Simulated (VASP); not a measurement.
KSiSe3:

```
CELL_PARAMETERS angstrom
6.80808 0.00000 0.00000
0.00000 6.80808 0.00000
0.00000 0.00000 4.81404
ATOMIC_POSITIONS crystal
K 0.00000 0.50000 0.50000
K 0.50000 0.00000 0.50000
Si 0.50000 0.50000 0.00000
Si 0.00000 0.00000 0.00000
Se 0.79413 0.29413 0.00000
Se 0.70587 0.79413 0.00000
Se 0.50000 0.50000 0.50000
Se 0.20587 0.70587 0.00000
Se 0.29413 0.20587 0.00000
Se 0.00000 0.00000 0.50000
```

* Program: VASP 6.6.1
* Task: relaxation of cell and atoms
* Functional: PBE
* Potentials or basis: VASP PAW PBE potentials, release 64 (K_sv, Si, Se)
* Cutoff: 600 eV
* k mesh: 4 × 4 × 4
* Occupations: gaussian, width 0.1 eV
* Spin: no spin polarisation

At the start: pressure 6.4 GPa; volume 22.31 Å³/atom.

**Question.** Where does the relaxation end?

**Answer.** Over 6 steps the energy falls by 56.0 meV/atom and the volume is 24.87 Å³/atom (+11.5 %); space group P4/mbm (No. 127, to 0.1 Å) before and after.

The path:
```tsv
step	energy change (eV)	largest force (eV/Å)	pressure (GPa)	volume (Å³)
1	0.0000	0.0998	6.38	223.13
2	-0.5393	0.0562	-0.75	252.96
3	-0.5445	0.0579	-0.22	249.86
4	-0.5444	0.0576	-0.32	250.42
5	-0.5570	0.0122	-0.15	249.44
6	-0.5598	0.0208	-0.01	248.72
```

Final structure:
```yaml
crystal:
  lattice:
    - [6.94523, 0.00000, 0.00000]
    - [0.00000, 6.94523, 0.00000]
    - [0.00000, 0.00000, 5.15635]
  atoms:
    - { symbol: K, position: [0.00000, 0.50000, 0.50000] }
    - { symbol: K, position: [0.50000, 0.00000, 0.50000] }
    - { symbol: Si, position: [0.50000, 0.50000, 0.00000] }
    - { symbol: Si, position: [0.00000, 0.00000, 0.00000] }
    - { symbol: Se, position: [0.79317, 0.29317, 0.00000] }
    - { symbol: Se, position: [0.70683, 0.79317, 0.00000] }
    - { symbol: Se, position: [0.50000, 0.50000, 0.50000] }
    - { symbol: Se, position: [0.20683, 0.70683, 0.00000] }
    - { symbol: Se, position: [0.29317, 0.20683, 0.00000] }
    - { symbol: Se, position: [0.00000, 0.00000, 0.50000] }
```
